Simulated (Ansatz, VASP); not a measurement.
One calculation of BaS, two programs

```xyz
2
Lattice="0.0000 3.2118 3.2118 3.1691 0.0000 3.2118 3.1691 3.2118 0.0000" Properties=species:S:1:pos:R:3 pbc="T T T"
Ba    0.0000    0.0000    0.0000
S     3.1691    3.2118    3.2118
```

Change from the starting cell: uniaxial_x strain -1.3%.

Alike in both runs: task single point; functional r2SCAN; k mesh 8 × 8 × 8; no spin polarisation.

```csv
,VASP,Ansatz
version,VASP 6.6.1,Ansatz 0.2.0
potentials or method,"VASP PAW PBE potentials, release 64 (Ba_sv, S)","plane waves, PAW"
plane-wave cutoff (eV),520,500
occupations,"gaussian, width 0.01 eV",fixed
valence electrons in the cell,16,16
```

```tsv
	VASP	Ansatz	Ansatz less VASP
gap on the k mesh at the Fermi level (eV)	2.43	2.52	+0.092
pressure (GPa)	1.3	0.7	-0.59
traceless stress, the component that is largest in VASP (GPa)	0.86	0.79	-0.071
```

VASP's potentials were made for PBE, not for r2SCAN.

Spin-orbit coupling is off throughout.
